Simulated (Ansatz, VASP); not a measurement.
# One calculation of Pb, two programs

```xyz
1
Lattice="-1.9798 1.9798 1.9798 1.9798 -1.9798 1.9798 1.9798 1.9798 -1.9798" Properties=species:S:1:pos:R:3 pbc="T T T"
Pb    0.0000    0.0000    0.0000
```

Alike in both runs: task single point; functional r2SCAN; k mesh 13 × 13 × 13; occupations fermi-dirac, width 0.1 eV; no spin polarisation.

|  | VASP | Ansatz |
| --- | --- | --- |
| version | VASP 6.6.1 | Ansatz 0.2.0 |
| potentials or method | VASP PAW PBE potentials, release 64 (Pb_d), cutoff 520 eV | plane waves (500 eV) with PAW, scalar-relativistic |
| valence electrons in the cell | 14 | 14 |

|  | VASP | Ansatz | Ansatz less VASP |
| --- | --- | --- | --- |
| pressure (GPa) | -0.1 | -0.1 | +0.01 |

VASP's potentials were made for PBE, not for r2SCAN. The functional is the same, so the differences come from potentials, cutoffs and numerics.

Neither program's run includes spin-orbit coupling.
